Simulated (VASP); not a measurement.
Write the native input for VASP 6.6.1 that does the following.

```yaml
Task: single point
Functional: PBE
Potentials_or_basis: VASP PAW PBE potentials, release 64 (Zn, Cu)
Cutoff: 520 eV
k_mesh: 9 × 9 × 9
Occupations: fermi-dirac, width 0.05 eV
Spin: no spin polarisation
Dipole_correction: no
Further_INCAR_settings: ALGO = Normal; EDIFF = 1e-06; NBANDS = 18
```

The structure of ZnCu lies in POSCAR:

```
ZnCu
1.0
    2.9837544443      0.0000000000      0.0000000000
    0.0000000000      2.9837544443      0.0000000000
    0.0000000000      0.0000000000      2.9837544443
Zn Cu
1 1
Direct
    0.5000000000      0.5000000000      0.5000000000
    0.0000000000      0.0000000000      0.0000000000
```

This cell differs from its parent crystal: volume scaled by 1.04.

These files were run (other wordings do the same):

INCAR

```
  PREC = Accurate
  ENCUT = 520
  EDIFF = 1E-6
  ISMEAR = -1
  SIGMA = 0.05
  LREAL = False
  LASPH = True
  NELM = 80
  ALGO = Normal
  ISIF = 2
  LWAVE = False
  LCHARG = True
  GGA = PE
  LELF = True
  LVHAR = True
  NBANDS = 18
```

KPOINTS

```
regular mesh
0
Gamma
  9 9 9
```

Potentials or basis: VASP PAW PBE potentials, release 64 (Zn, Cu).

Run with:

```console
$ cat potpaw_PBE.64/Zn/POTCAR potpaw_PBE.64/Cu/POTCAR > POTCAR
$ mpirun -np 1 vasp_std > vasp.out
```

Results of the run:

```json
{
  "Pressure": "-1.5 GPa"
}
```

It took 30 s on 1 thread of AMD EPYC 7R43 64-Core Processor (Zen 3), with other jobs on the host, peak memory 0.1 GiB.
